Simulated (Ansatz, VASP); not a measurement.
Pd in VASP and in Ansatz

The input INCAR:

```
SYSTEM = Pd
ALGO = Normal ; EDIFF = 1E-6
ENCUT = 520 ; GGA = RP
ISIF = 2 ; ISMEAR = -1
ISPIN = 2 ; LASPH = .TRUE.
LCHARG = .FALSE. ; LMAXMIX = 4
LORBIT = 11 ; LREAL = .FALSE.
LWAVE = .FALSE. ; MAGMOM = -0.446 -0.446
NBANDS = 21 ; NELM = 150
PREC = Accurate ; SIGMA = 0.05
```

File KPOINTS:

```
k-points
0
G
  15 15 15
  0 0 0
```

POSCAR

```
Pd
1.0
    0.0000000000      2.9478184417      2.9478184417
    2.9478184417      0.0000000000      2.9478184417
    2.9478184417      2.9478184417      0.0000000000
Pd
2
Direct
    0.1250000000      0.1250000000      0.1250000000
    0.8750000000      0.8750000000      0.8750000000
```

Input for Ansatz:

```yaml
crystal:
  lattice:
    - [0.0, 2.9478184417, 2.9478184417]
    - [2.9478184417, 0.0, 2.9478184417]
    - [2.9478184417, 2.9478184417, 0.0]
  atoms:
    - { symbol: Pd, position: [0.125, 0.125, 0.125], spin: -0.446 }
    - { symbol: Pd, position: [0.875, 0.875, 0.875], spin: -0.446 }
hamiltonian:
  xc: rpbe
  pseudopotentials:
    kind: paw
    azcp:
      Pd: "pseudopotentials/Pd.paw.azcp"
basis:
  ecutwfc: 420
  fft_grid_basis: typed
kpoints:
  mp_grid: { grid: [15, 15, 15], shift: [0, 0, 0] }
magnetization:
  spin_polarized: true
scf:
  occupations: { method: fermi_dirac, width: 0.05 }
```

Alike in both runs: task single point; functional RPBE; k mesh 15 × 15 × 15; occupations fermi-dirac, width 0.05 eV; collinear spin.

|  | VASP | Ansatz |
| --- | --- | --- |
| version | VASP 6.6.1 | Ansatz 0.2.0 |
| potentials or method | VASP PAW PBE potentials, release 64 (Pd), cutoff 520 eV | plane waves (420 eV) with PAW, scalar-relativistic |
| valence electrons in the cell | 20 | 36 |

```csv
,VASP,Ansatz,Ansatz less VASP
net moment per atom (μB),0.46,0.46,-0.001
size of the moment on the site where the two differ most (μB),0.45,0.45,-0.002
```

VASP's potentials were made for PBE, not for RPBE. Site moments also hang on the region over which each program counts them. With one functional, cell and mesh, what is left measures potentials, basis and numerics. VASP's potentials hold 20 valence electrons a cell and Ansatz's 36, so a difference there can come from the potentials and not from the codes.
